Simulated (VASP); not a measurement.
# C (P6_3/mmc) in VASP: a series of runs

Runs on C. Level: PBEsol. Tasks: relaxation of the atoms.

Program: VASP 6.6.1. These are calculated values, not measurements. Logs are shortened: lines on timing, memory, paths and dates and some standing lists are left out, and cuts for length are marked.

### 1 The cell of the first run

Symmetry: P6_3/mmc, No. 194, hexagonal system. The conventional cell has a = 2.461 Å, b = 2.461 Å, c = 4.163 Å, α = 90.00°, β = 90.00°, γ = 120.00°. Within 2.0 Å of C (site symmetry 3m) lie 4 C at 1.51 to 1.56 Å.

### 2 Relaxation of the atoms, PBEsol (strained cell)

Input file INCAR:

```
SYSTEM = C
PREC = Accurate
ENCUT = 520
EDIFF = 1E-7
ISMEAR = 0
SIGMA = 0.02
LREAL = .FALSE.
LASPH = .TRUE.
NELM = 80
ALGO = Normal
ISIF = 2
LWAVE = .FALSE.
LCHARG = .FALSE.
GGA = PS
IBRION = 2
NSW = 60
EDIFFG = -0.002
```

Input file KPOINTS:

```
Automatic mesh
0
G
  9 9 6
  0 0 0
```

Input file POSCAR:

```
C
1.0
    2.4612466108      0.0000000000      0.0000000000
   -1.2306233054      2.1315020900      0.0000000000
    0.0000000000      0.0000000000      4.1625633114
C
4
Direct
    0.3333333333      0.6666666667      0.0000573175
    0.6666666667      0.3333333333      0.5000573175
    0.3333333333      0.6666666667      0.3739426825
    0.6666666667      0.3333333333      0.8739426825
```

Potentials or basis: VASP PAW PBE potentials, release 64 (C).

Launch:

```
cat potpaw_PBE.64/C/POTCAR > POTCAR
mpirun -np 1 vasp_std > vasp.out
```

OUTCAR:

```text
SYSTEM = C
   PREC = Accurate
   ENCUT = 520
   EDIFF = 1E-7
   ISMEAR = 0
   LREAL = .FALSE.
   LASPH = .TRUE.
   NELM = 80
   ISIF = 2
   GGA = PS
   IBRION = 2
   NSW = 60
   EDIFFG = -0.002

 ion  position               nearest neighbor table
   1  0.333  0.667  0.000-   4 1.51   4 1.51   4 1.51   3 1.56
   2  0.667  0.333  0.500-   3 1.51   3 1.51   3 1.51   4 1.56
   3  0.333  0.667  0.374-   2 1.51   2 1.51   2 1.51   1 1.56
   4  0.667  0.333  0.874-   1 1.51   1 1.51   1 1.51   2 1.56

  LATTYP: Found a hexagonal cell.
 ALAT       =     2.4612466108
 C/A-ratio  =     1.6912418663

  Lattice vectors:

 A1 = (   2.4612466108,   0.0000000000,   0.0000000000)
 A2 = (  -1.2306233054,   2.1315020900,   0.0000000000)
 A3 = (   0.0000000000,   0.0000000000,   4.1625633114)

Analysis of symmetry for initial positions (statically):
=====================================================================
 Subroutine PRICEL returns:
 Original cell was already a primitive cell.

 Routine SETGRP: Setting up the symmetry group for a
 hexagonal supercell.

 Subroutine GETGRP returns: Found 24 space group operations
 (whereof  6 operations were pure point group operations)
 out of a pool of 24 trial point group operations.

The static configuration has the point symmetry C_3v.
 The point group associated with its full space group is D_6h.

Analysis of symmetry for dynamics (positions and initial velocities):
=====================================================================
 Subroutine PRICEL returns:
 Original cell was already a primitive cell.

 Routine SETGRP: Setting up the symmetry group for a
 hexagonal supercell.

 Subroutine GETGRP returns: Found 24 space group operations
 (whereof  6 operations were pure point group operations)
 out of a pool of 24 trial point group operations.

The dynamic configuration has the point symmetry C_3v.
 The point group associated with its full space group is D_6h.

 Subroutine INISYM returns: Found 24 space group operations
 (whereof  6 operations are pure point group operations),
 and found     1 'primitive' translations

----------------------------------------------------------------------------------------

                                     Primitive cell

  volume of cell :      21.8374

  direct lattice vectors                    reciprocal lattice vectors
     2.461246611  0.000000000  0.000000000     0.406298172  0.234576359  0.000000000
    -1.230623305  2.131502090  0.000000000     0.000000000  0.469152718  0.000000000
     0.000000000  0.000000000  4.162563311     0.000000000  0.000000000  0.240236586

  length of vectors
     2.461246611  2.461246611  4.162563311     0.469152719  0.469152718  0.240236586

  position of ions in fractional coordinates (direct lattice)
     0.333333333  0.666666667  0.000057318
     0.666666667  0.333333333  0.500057318
     0.333333333  0.666666667  0.373942683
     0.666666667  0.333333333  0.873942683

  ion indices of the primitive-cell ions
   primitive index   ion index
                 1           1
                 2           2
                 3           3
                 4           4

----------------------------------------------------------------------------------------

 KPOINTS: Automatic mesh

Automatic generation of k-mesh.
 Grid dimensions read from file:
 generate k-points for:    9    9    6

 Generating k-lattice:

  Cartesian coordinates                     Fractional coordinates (reciprocal lattice)
     0.045144241  0.026064040  0.000000000     0.111111111 -0.000000000  0.000000000
     0.000000000  0.052128080  0.000000000     0.000000000  0.111111111  0.000000000
     0.000000000  0.000000000  0.040039431     0.000000000  0.000000000  0.166666667

  Length of vectors
     0.052128080  0.052128080  0.040039431

  Shift w.r.t. Gamma in fractional coordinates (k-lattice)
     0.000000000  0.000000000  0.000000000

 Subroutine IBZKPT returns following result:
 ===========================================

 Found     48 irreducible k-points:

 Following reciprocal coordinates:
            Coordinates               Weight
  0.000000  0.000000  0.000000      1.000000
  0.111111  0.000000  0.000000      6.000000
  0.222222 -0.000000  0.000000      6.000000
  0.333333  0.000000  0.000000      6.000000
  0.444444 -0.000000  0.000000      6.000000
  0.111111  0.111111  0.000000      6.000000
[... 16 lines left out ...]
  0.333333  0.222222  0.166667     24.000000
  0.333333  0.333333  0.166667      4.000000
 [... further k-points ...]
   k-points           NKPTS =     48   k-points in BZ     NKDIM =     48   number of bands    NBANDS=     12
   number of dos      NEDOS =    301   number of ions     NIONS =      4
   total plane-waves  NPLWV =  10368
   dimension x,y,z NGX =    18 NGY =   18 NGZ =   32
   dimension x,y,z NGXF=    36 NGYF=   36 NGZF=   64
   ions per type =               4
   NGX,Y,Z   is equivalent  to a cutoff of  12.16, 12.16, 12.78 a.u.
   NGXF,Y,Z  is equivalent  to a cutoff of  24.32, 24.32, 25.56 a.u.
 SYSTEM =  C
   PREC   = accura    normal or accurate (medium, high low for compatibility)
   ISTART =      0    job   : 0-new  1-cont  2-samecut
   ICHARG =      2    charge: 1-file 2-atom 10-const
   ISPIN  =      1    spin polarized calculation?
   LNONCOLLINEAR =      F non collinear calculations
   LSORBIT =      F    spin-orbit coupling
   LASPH  =      T    aspherical Exc in radial PAW
   ENCUT  =  520.0 eV  38.22 Ry    6.18 a.u.   4.58  4.58  7.74*2*pi/ulx,y,z
   NELM   =     80;   NELMIN=  2; NELMDL= -5     # of ELM steps
   EDIFF  = 0.1E-06   stopping-criterion for ELM
   LREAL  =      F    real-space projection
   EDIFFG = -.2E-02   stopping-criterion for IOM
   NSW    =     60    number of steps for IOM
   IBRION =      2    ionic relax: 0-MD 1-quasi-New 2-CG
   NFREE  =      1    steps in history (QN), initial steepest desc. (CG)
   ISIF   =      2    stress and relaxation
   ISYM   =      2    0-nonsym 1-usesym 2-fastsym
   POTIM  = 0.5000    time-step for ionic-motion
   TEBEG  =    0.0;   TEEND  =   0.0 temperature during run
   PSTRESS=    0.0 pullay stress
   NELECT =      16.0000    total number of electrons
   NUPDOWN=      -1.0000    fix difference up-down
   EMIN   =  10.00;   EMAX   =-10.00  energy-range for DOS
   EFERMI =   0.00;   METHOD = LEGACY
   ISMEAR =     0;   SIGMA  =   0.02  broadening in eV -4-tet -1-fermi 0-gaus
   EFERMI_NEDOS =   21; number of points for ismear=-14 and -15
   IALGO  =     38    algorithm
   IMIX   =      4    mixing-type and parameters
     AMIX     =   0.40;   BMIX     =  1.00
     AMIX_MAG =   1.60;   BMIX_MAG =  1.00
  volume/ion in A,a.u.               =       5.46        36.84
  Fermi-wavevector in a.u.,A,eV,Ry     =   1.475868  2.788987 29.636033  2.178187
  Thomas-Fermi vector in A             =   2.590465
   LORBIT       =      0    0 simple, 1 ext, 2 COOP (PROOUT), +10 PAW based schemes
   GGA     = PS    functional components
   LHFCALC =     F    Hartree Fock is set to
   AEXX    =    0.0000 exact exchange contribution
   IVDW    =     0    specifies the selected vdW correction
   LEPSILON=     F    determine dielectric tensor
   LRPA    =     F    only Hartree local field effects (RPA)
 conjugate gradient relaxation of ions
 non-spin polarized calculation
 Gauss-broadening in eV      SIGMA  =   0.02
  energy-cutoff  :      520.00
  volume of cell :       21.84
 maximum number of plane-waves:       608
   NGX =  9   NGY =  9   NGZ = 15

--------------------------------------- Ionic step        1  -------------------------------------------

 number of electron      15.9999994 magnetization

 Free energy of the ion-electron system (eV)
  ---------------------------------------------------
  ext. energy  EPLUGINS =         0.00000000
  ---------------------------------------------------
  free energy    TOTEN  =       -38.35439407 eV

  energy without entropy =      -38.35439407  energy(sigma->0) =      -38.35439407

------------------------ aborting loop because EDIFF is reached ----------------------------------------

  FORCE on cell =-STRESS in cart. coord.  units (eV):
  Direction    XX          YY          ZZ          XY          YZ          ZX
  --------------------------------------------------------------------------------------
  -------------------------------------------------------------------------------------
  Total        3.0838602      3.0838602      0.1555854     -0.0000000     -0.0000000      0.0000000
  in kB      226.2577770    226.2577770     11.4150465     -0.0000000     -0.0000000      0.0000000
  external PRESSURE =     154.6435335 kB  Pullay stress =       0.0000000 kB
[... 61 lines left out ...]
  energy  without entropy=      -38.3543728430  energy(sigma->0) =      -38.35437284

--------------------------------------- Ionic step        3  -------------------------------------------

 number of electron      15.9999994 magnetization

 Free energy of the ion-electron system (eV)
  ---------------------------------------------------
  ext. energy  EPLUGINS =         0.00000000
  ---------------------------------------------------
  free energy    TOTEN  =       -38.35439772 eV

  energy without entropy =      -38.35439772  energy(sigma->0) =      -38.35439772

 E-fermi :  10.6989     XC(G=0): -13.6176

 val. band max:       10.5945032958   @ k =   0.0000   0.0000   0.0000
 cond. band min:      13.4605383689   @ k =   0.3333   0.3333   0.0000
 fundamental gap:      2.8660350731
 Fermi energy:        10.6988664786

 k-point     1 :       0.0000    0.0000    0.0000
  band No.  band energies     occupation
      1     -11.7963      2.00000
      2      -6.1764      2.00000
      3      -3.6655      2.00000
      4       7.5323      2.00000
      5       7.5323      2.00000
      6       9.9908      2.00000
      7      10.5945      2.00000
      8      10.5945      2.00000
      9      15.5510      0.00000
     10      15.7309      0.00000
     11      15.7309      0.00000
     12      19.5877      0.00000
[... 331 lines left out ...]
 k-point    24 :       0.3333    0.3333    0.1667
  band No.  band energies     occupation
      1      -4.1058      2.00000
      2      -4.1058      2.00000
      3      -0.8856      2.00000
      4      -0.2185      2.00000
      5      -0.2185      2.00000
      6       2.6147      2.00000
      7       4.0246      2.00000
      8       4.0246      2.00000
      9      14.3030      0.00000
     10      20.8516      0.00000
     11      20.8516      0.00000
     12      23.7909      0.00000

 [... further k-points ...]
[... 5 lines left out ...]
  --------------------------------------------------------------------------------------
  -------------------------------------------------------------------------------------
  Total        3.0819929      3.0819929      0.1557788      0.0000000     -0.0000000     -0.0000000
  in kB      226.1207769    226.1207770     11.4292352      0.0000000     -0.0000000     -0.0000000
  external PRESSURE =     154.5569297 kB  Pullay stress =       0.0000000 kB
[... 19 lines left out ...]
  FREE ENERGIE OF THE ION-ELECTRON SYSTEM (eV)
  ---------------------------------------------------
  free  energy   TOTEN  =       -38.3543977175 eV

  energy  without entropy=      -38.3543977175  energy(sigma->0) =      -38.35439772

 reached required accuracy - stopping structural energy minimisation
```

Wall time 9.1 s (1 thread of Intel Xeon 6975P-C (Granite Rapids), shared host); peak memory 0.12 GiB.

Results:

- Free energy: -38.3544 eV
- Energy gained by relaxing: 0.0 meV/atom
- Ionic steps: 3
- Pressure after relaxing: 15.5 GPa
- Band gap on the k mesh: 2.87 eV, indirect (least direct gap 4.96 eV)

Final structure:
```cif
data_structure
_symmetry_space_group_name_H-M 'P 1'
_symmetry_Int_Tables_number 1
_cell_length_a 2.4612
_cell_length_b 2.4612
_cell_length_c 4.1626
_cell_angle_alpha 90.000
_cell_angle_beta 90.000
_cell_angle_gamma 120.000
_cell_volume 21.84
loop_
_atom_site_label
_atom_site_type_symbol
_atom_site_fract_x
_atom_site_fract_y
_atom_site_fract_z
_atom_site_occupancy
C1 C 0.33333 0.66667 0.00010 1
C2 C 0.66667 0.33333 0.50009 1
C3 C 0.33333 0.66667 0.37390 1
C4 C 0.66667 0.33333 0.87391 1
```

Levels at points of the mesh, in eV from the valence-band top:
| k point | band 5 | band 6 | band 7 | band 8 | band 9 | band 10 | band 11 | band 12 |
| --- | --- | --- | --- | --- | --- | --- | --- | --- |
| (0.00, 0.00, 0.00) | -3.06 | -0.60 | 0.00 | 0.00 | 4.96 | 5.14 | 5.14 | 8.99 |
| (0.00, 0.00, 0.50) | -1.83 | -1.83 | -1.83 | -1.83 | 7.42 | 7.42 | 7.42 | 7.42 |

Caveat: the cell differs from its parent crystal (strained cell); the PAW data sets were made with another functional, which shifts forces and pressure a little.

### 3 Relaxation of the atoms, PBEsol (strained cell)

Input file INCAR:

```
SYSTEM = C
ALGO = Normal
EDIFF = 1E-6
EDIFFG = -0.002
ENCUT = 520
GGA = PS
IBRION = 2
ISIF = 2
ISMEAR = 0
LASPH = .TRUE.
LCHARG = .FALSE.
LREAL = .FALSE.
LWAVE = .FALSE.
NELM = 100
NSW = 60
PREC = Accurate
SIGMA = 0.02
```

Input file KPOINTS:

```
k-points
0
G
  9 9 6
  0 0 0
```

Input file POSCAR:

```
C
1.0
    2.4612466108      0.0000000000      0.0000000000
   -1.2306233054      2.1315020900      0.0000000000
    0.0000000000      0.0000000000      4.1980341080
C
4
Direct
    0.3333333333      0.6666666667     -0.0002008248
    0.6666666667      0.3333333333      0.4997991752
    0.3333333333      0.6666666667      0.3742008248
    0.6666666667      0.3333333333      0.8742008248
```

Potentials or basis: VASP PAW PBE potentials, release 64 (C).

Launch:

```
cat potpaw_PBE.64/C/POTCAR > POTCAR
mpirun -np 1 vasp_std > vasp.out
```

Run time: 8.4 s. Hardware: 1 thread of Intel Xeon 6975P-C (Granite Rapids), shared host; peak memory 0.12 GiB.

Results (log left out):

```yaml
Free_energy: -38.3493 eV
Energy_gained_by_relaxing: 0.0 meV/atom
Ionic_steps: 3
Pressure_after_relaxing: 11.4 GPa
Band_gap_on_the_k_mesh: 2.89 eV, indirect (least direct gap 4.69 eV)
```

Stress tensor (GPa, compression positive):
```
 22.21   0.00   0.00
  0.00  22.21   0.00
  0.00   0.00 -10.35
```

Step by step:
| step | energy change (eV) | largest force (eV/Å) | pressure (GPa) |
| --- | --- | --- | --- |
| 1 | 0.0000 | 0.0838 | 11.45 |
| 2 | 0.0010 | 0.2067 | 11.16 |
| 3 | -0.0002 | 0.0001 | 11.36 |

Final structure:
```cif
data_structure
_symmetry_space_group_name_H-M 'P 1'
_symmetry_Int_Tables_number 1
_cell_length_a 2.4612
_cell_length_b 2.4612
_cell_length_c 4.1980
_cell_angle_alpha 90.000
_cell_angle_beta 90.000
_cell_angle_gamma 120.000
_cell_volume 22.02
loop_
_atom_site_label
_atom_site_type_symbol
_atom_site_fract_x
_atom_site_fract_y
_atom_site_fract_z
_atom_site_occupancy
C1 C 0.33333 0.66667 0.00008 1
C2 C 0.66667 0.33333 0.50008 1
C3 C 0.33333 0.66667 0.37392 1
C4 C 0.66667 0.33333 0.87392 1
```

Levels at points of the mesh, in eV from the valence-band top:
```tsv
k point	band 5	band 6	band 7	band 8	band 9	band 10	band 11	band 12
(0.00, 0.00, 0.00)	-2.95	-0.61	0.00	0.00	4.69	5.23	5.23	9.11
(0.00, 0.00, 0.50)	-1.75	-1.75	-1.75	-1.75	7.44	7.44	7.44	7.44
```

Caveat: the cell differs from its parent crystal (strained cell); the PAW data sets were made with another functional, which shifts forces and pressure a little.
